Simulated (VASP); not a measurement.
# In (R-3m) in VASP: a series of runs, part 2 of 2

VASP 6.6.1. The steps go on from the part before.

## Step 3: Single point, PBE

This run uses another cell than the first one, of 27.48 Å³/atom, 1.020 times its volume.

INCAR

```
SYSTEM = In
PREC = Accurate ; ENCUT = 520
EDIFF = 1E-6 ; ISMEAR = -1
SIGMA = 0.05 ; LREAL = .False.
LASPH = .True. ; NELM = 60
ALGO = Fast ; ISIF = 2
LWAVE = .False. ; LCHARG = .True.
GGA = PE ; LELF = .True.
LVHAR = .True. ; NBANDS = 26
```

KPOINTS

```
Automatic mesh
0
Gamma
  9 9 9
  0 0 0
```

POSCAR

```
In
1.0
    1.6916082417      0.9766504737      8.3154685732
   -1.6916082417      0.9766504737      8.3154685732
    0.0000000000     -1.9533009474      8.3154685732
In
3
Direct
    0.2219877600      0.2219877600      0.2219877600
    0.7780122400      0.7780122400      0.7780122400
    0.0000000000      0.0000000000      0.0000000000
```

Potentials or basis: VASP PAW PBE potentials, release 64 (In_d).

The run is started by

```console
$ cat potpaw_PBE.64/In_d/POTCAR > POTCAR
$ mpirun -np 1 vasp_std > vasp.out
```

OUTCAR:

```text
SYSTEM = In
   PREC = Accurate
   ENCUT = 520
   EDIFF = 1E-6
   ISMEAR = -1
   LREAL = .False.
   LASPH = .True.
   NELM = 60
   ISIF = 2
   GGA = PE

 ion  position               nearest neighbor table
   1  0.222  0.222  0.222-   2 3.38   2 3.38   2 3.38   3 3.40   3 3.40   3 3.40
   2  0.778  0.778  0.778-   1 3.38   1 3.38   1 3.38   3 3.40   3 3.40   3 3.40
   3  0.000  0.000  0.000-   2 3.40   1 3.40   2 3.40   2 3.40   1 3.40   1 3.40

  LATTYP: Found a trigonal (rhomboedric) cell.
 ALAT       =     8.5418032161
 COS(alpha) =     0.9215612875

  Lattice vectors:

 A1 = (   1.6916082417,   0.9766504737,   8.3154685732)
 A2 = (  -1.6916082417,   0.9766504737,   8.3154685732)
 A3 = (   0.0000000000,  -1.9533009474,   8.3154685732)

Analysis of symmetry for initial positions (statically):
=====================================================================
 Subroutine PRICEL returns:
 Original cell was already a primitive cell.

 Routine SETGRP: Setting up the symmetry group for a
 trigonal (rhombohedral) supercell.

 Subroutine GETGRP returns: Found 12 space group operations
 (whereof 12 operations were pure point group operations)
 out of a pool of 12 trial point group operations.

The static configuration has the point symmetry D_3d.

Analysis of symmetry for dynamics (positions and initial velocities):
=====================================================================
 Subroutine PRICEL returns:
 Original cell was already a primitive cell.

 Routine SETGRP: Setting up the symmetry group for a
 trigonal (rhombohedral) supercell.

 Subroutine GETGRP returns: Found 12 space group operations
 (whereof 12 operations were pure point group operations)
 out of a pool of 12 trial point group operations.

The dynamic configuration has the point symmetry D_3d.

 Subroutine INISYM returns: Found 12 space group operations
[... 109 lines left out ...]
   PSTRESS=    0.0 pullay stress
   NELECT =      39.0000    total number of electrons
   NUPDOWN=      -1.0000    fix difference up-down
   EMIN   =  10.00;   EMAX   =-10.00  energy-range for DOS
   EFERMI =   0.00;   METHOD = LEGACY
   ISMEAR =    -1;   SIGMA  =   0.05  broadening in eV -4-tet -1-fermi 0-gaus
   EFERMI_NEDOS =   21; number of points for ismear=-14 and -15
   IALGO  =     68    algorithm
   IMIX   =      4    mixing-type and parameters
     AMIX     =   0.40;   BMIX     =  1.00
     AMIX_MAG =   1.60;   BMIX_MAG =  1.00
  volume/ion in A,a.u.               =      27.48       185.42
  Fermi-wavevector in a.u.,A,eV,Ry     =   1.275667  2.410661 22.141125  1.627327
  Thomas-Fermi vector in A             =   2.408367
   LORBIT       =      0    0 simple, 1 ext, 2 COOP (PROOUT), +10 PAW based schemes
   GGA     = PE    functional components
   LHFCALC =     F    Hartree Fock is set to
   AEXX    =    0.0000 exact exchange contribution
   IVDW    =     0    specifies the selected vdW correction
   LEPSILON=     F    determine dielectric tensor
   LRPA    =     F    only Hartree local field effects (RPA)
 non-spin polarized calculation
 RMM-DIIS sequential band-by-band and
  energy-cutoff  :      520.00
  volume of cell :       82.43
 maximum number of plane-waves:      2236
   NGX = 31   NGY = 31   NGZ = 31

 number of electron      38.9999999 magnetization

 Free energy of the ion-electron system (eV)
  ---------------------------------------------------
  ext. energy  EPLUGINS =         0.00000000
  ---------------------------------------------------
  free energy    TOTEN  =        -7.65384099 eV

  energy without entropy =       -7.63926307  energy(sigma->0) =       -7.64655203

 E-fermi :   6.9895     XC(G=0): -10.0226

 val. band max:        6.9667535755   @ k =  -0.2222  -0.2222   0.1111
 cond. band min:       6.9942893704   @ k =   0.2222   0.2222   0.0000
 fundamental gap:      0.0275357949
 Fermi energy:         6.9895036753

 k-point     1 :       0.0000    0.0000    0.0000
  band No.  band energies     occupation
      1      -7.6434      2.00000
      2      -7.6352      2.00000
      3      -7.6057      2.00000
      4      -7.6018      2.00000
      5      -7.6018      2.00000
      6      -7.5801      2.00000
[... 685 lines left out ...]
     25      13.3388      0.00000
     26      13.4227      0.00000

 [... further k-points ...]
[... 5 lines left out ...]
  --------------------------------------------------------------------------------------
  -------------------------------------------------------------------------------------
  Total        0.1810480      0.1810480     -0.0814736      0.0000000     -0.0000000      0.0000000
  in kB        3.5190658      3.5190658     -1.5836178      0.0000000     -0.0000000      0.0000000
  external PRESSURE =       1.8181713 kB  Pullay stress =       0.0000000 kB

 VOLUME and BASIS-vectors are now :
 -----------------------------------------------------------------------------
  energy-cutoff  :      520.00
  volume of cell :       82.43
      direct lattice vectors                 reciprocal lattice vectors
     1.691608242  0.976650474  8.315468573     0.295576711  0.170651294  0.040085935
    -1.691608242  0.976650474  8.315468573    -0.295576711  0.170651294  0.040085935
     0.000000000 -1.953300947  8.315468573     0.000000000 -0.341302587  0.040085935

 POSITION                                       TOTAL-FORCE (eV/Angst)
 -----------------------------------------------------------------------------------
      0.00000      0.00000      5.53780         0.000000     -0.000000     -0.031512
      0.00000      0.00000     19.40861         0.000000     -0.000000      0.031512
      0.00000      0.00000      0.00000         0.000000      0.000000     -0.000000
 -----------------------------------------------------------------------------------
    total drift:                                0.000000      0.000000     -0.000000

  FREE ENERGIE OF THE ION-ELECTRON SYSTEM (eV)
  ---------------------------------------------------
  free  energy   TOTEN  =        -7.6538409906 eV

  energy  without entropy=       -7.6392630711  energy(sigma->0) =       -7.64655203
```

OSZICAR:

```text
N       E                     dE             d eps       ncg     rms          rms(c)
DAV:   1     0.347122716598E+03    0.34712E+03   -0.18862E+04  4420   0.201E+03
DAV:   2     0.223324257559E+02   -0.32479E+03   -0.32036E+03  4426   0.441E+02
DAV:   3    -0.667057182495E+01   -0.29003E+02   -0.28739E+02  5350   0.158E+02
DAV:   4    -0.767135261799E+01   -0.10008E+01   -0.99963E+00  5366   0.325E+01
DAV:   5    -0.772598157261E+01   -0.54629E-01   -0.54625E-01  6990   0.582E+00    0.362E+00
RMM:   6    -0.766529181865E+01    0.60690E-01   -0.11840E-01  4943   0.422E+00    0.191E+00
RMM:   7    -0.765374298585E+01    0.11549E-01   -0.54719E-02  4968   0.231E+00    0.336E-01
RMM:   8    -0.765345010580E+01    0.29288E-03   -0.85208E-03  5521   0.139E+00    0.910E-02
RMM:   9    -0.765370828795E+01   -0.25818E-03   -0.26820E-03  6262   0.442E-01    0.914E-02
RMM:  10    -0.765383630610E+01   -0.12802E-03   -0.11514E-03  5167   0.526E-01    0.993E-02
RMM:  11    -0.765380192654E+01    0.34380E-04   -0.54580E-04  5635   0.251E-01    0.283E-02
RMM:  12    -0.765383460299E+01   -0.32676E-04   -0.32484E-04  6690   0.145E-01    0.533E-02
RMM:  13    -0.765384008977E+01   -0.54868E-05   -0.60763E-05  7031   0.511E-02    0.551E-02
RMM:  14    -0.765384099065E+01   -0.90088E-06   -0.81967E-06  4338   0.220E-02
   1 F= -.76538410E+01 E0= -.76465520E+01  d E =-.145779E-01
```

It took 9.1 min on 1 thread of Intel Xeon 6975P-C (Granite Rapids), shared host; peak memory 0.61 GiB.

What came out:

- Free energy: -7.6538 eV
- Pressure: 0.2 GPa
- Largest force: 0.032 eV/Å

Forces on the atoms (eV/Å):
```
In   0.000  0.000 -0.032
In   0.000  0.000  0.032
In   0.000  0.000  0.000
```

Levels at points of the mesh, in eV from the Fermi level:
| k point | band 15 | band 16 | band 17 | band 18 | band 19 | band 20 | band 21 | band 22 | band 23 | band 24 |
| --- | --- | --- | --- | --- | --- | --- | --- | --- | --- | --- |
| (0.00, 0.00, 0.00) | -14.35 | -9.22 | -6.86 | -6.84 | 0.46 | 0.48 | 8.46 | 8.46 | 8.53 | 8.53 |

Caveat: spin-orbit coupling is left out, which moves the levels of the heavy elements.

## Step 4: Single point, PBE

This run uses another cell than the first one, of 28.00 Å³/atom, 1.039 times its volume.

INCAR

```
  ALGO = Fast
  EDIFF = 1E-7
  ENCUT = 520
  GGA = PE
  ISIF = 2
  ISMEAR = -1
  LASPH = True
  LCHARG = False
  LREAL = False
  LWAVE = False
  NBANDS = 26
  NELM = 80
  PREC = Accurate
  SIGMA = 0.05
```

KPOINTS

```
k-points
0
Gamma
  9 9 9
```

POSCAR

```
In
1.0
    1.7023831070      0.9828713451      8.3684347693
   -1.7023831070      0.9828713451      8.3684347693
    0.0000000000     -1.9657426901      8.3684347693
In
3
Direct
    0.2219877600      0.2219877600      0.2219877600
    0.7780122400      0.7780122400      0.7780122400
    0.0000000000      0.0000000000      0.0000000000
```

The run is started by

```console
$ cat potpaw_PBE.64/In_d/POTCAR > POTCAR
$ mpirun -np 1 vasp_std > vasp.out
```

Run time: 14 min. Hardware: 1 thread of Intel Xeon 6975P-C (Granite Rapids), shared host; peak memory 0.62 GiB.

It converged, with:

```
Free energy   : -7.6533 eV
Pressure      : -0.4 GPa
Largest force : 0.037 eV/Å
```

Forces in eV/Å, atoms in the order of the input:
```
In   0.000  0.000 -0.037
In   0.000  0.000  0.037
In   0.000  0.000  0.000
```

Stress tensor (GPa, compression positive):
```
-0.27  0.00  0.00
 0.00 -0.27  0.00
 0.00  0.00 -0.76
```

Levels at points of the mesh, in eV from the Fermi level:
```csv
k point,band 16,band 17,band 18,band 19,band 20,band 21,band 22,band 23
"(0.00, 0.00, 0.00)",-9.10,-6.78,-6.76,0.45,0.47,8.32,8.32,8.39
```

Caveat: spin-orbit coupling is left out, which moves the levels of the heavy elements.

## Step 5: The runs side by side

| cell | further INCAR settings | gap on the mesh (eV) | pressure (GPa) | largest force (eV/Å) |
| --- | --- | --- | --- | --- |
| a = 8.487 Å, angles 22.8°, 3 atoms | ALGO = Fast; EDIFF = 1e-07; NBANDS = 26 | none | 0.9 | 0.03 |
| a = 8.542 Å, angles 22.8°, 3 atoms | ALGO = Fast; EDIFF = 1e-06; NBANDS = 26 | none | 0.2 | 0.03 |
| a = 8.596 Å, angles 22.8°, 3 atoms | ALGO = Fast; EDIFF = 1e-07; NBANDS = 26 | none | -0.4 | 0.04 |

Alike in all rows: task single point; level PBE; potentials or basis VASP PAW PBE potentials, release 64 (In_d); no spin polarisation; k mesh 9 × 9 × 9; cutoff (eV) 520; smearing fermi-dirac 0.05 eV.

Caveats: spin-orbit coupling is left out, which moves the levels of the heavy elements.

Total energies depend on the potentials used, so only differences within one code and one set of settings carry meaning.
